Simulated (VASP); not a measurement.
Input of a VASP 6.6.1 run:

Contents of INCAR:

```
SYSTEM = AlRu
PREC = Accurate
ENCUT = 520
EDIFF = 1E-6
ISMEAR = 0
SIGMA = 0.1
LREAL = .False.
LASPH = .True.
NELM = 100
ALGO = Fast
ISIF = 2
LWAVE = .False.
LCHARG = .False.
GGA = PE
NBANDS = 16
```

Contents of KPOINTS:

```
regular mesh
0
Gamma
  16 16 20
  0 0 0
```

File POSCAR:

```
AlRu
1.0
    3.4577526198      0.0000000000      0.0000000000
    0.0000000000      3.4577526198      0.0000000000
    0.0000000000      0.0000000000      2.7578181422
Al Ru
1 1
Direct
    0.0000000000      0.0000000000      0.0000000000
    0.5000000000      0.5000000000      0.0000000000
```

Potentials or basis: VASP PAW PBE potentials, release 64 (Al, Ru_pv).

Run with:

```bash
$ cat potpaw_PBE.64/Al/POTCAR potpaw_PBE.64/Ru_pv/POTCAR > POTCAR
$ mpirun -np 1 vasp_std > vasp.out
```

Task: What does it give for the pressure?

Result: 0.2 GPa.

Task: Predict the band gap on the k mesh.

Result: Zero (an odd number of electrons rules out a gap without spin polarisation).

Stress tensor (GPa, compression positive):
```
0.23 0.00 0.00
0.00 0.23 0.00
0.00 0.00 0.08
```
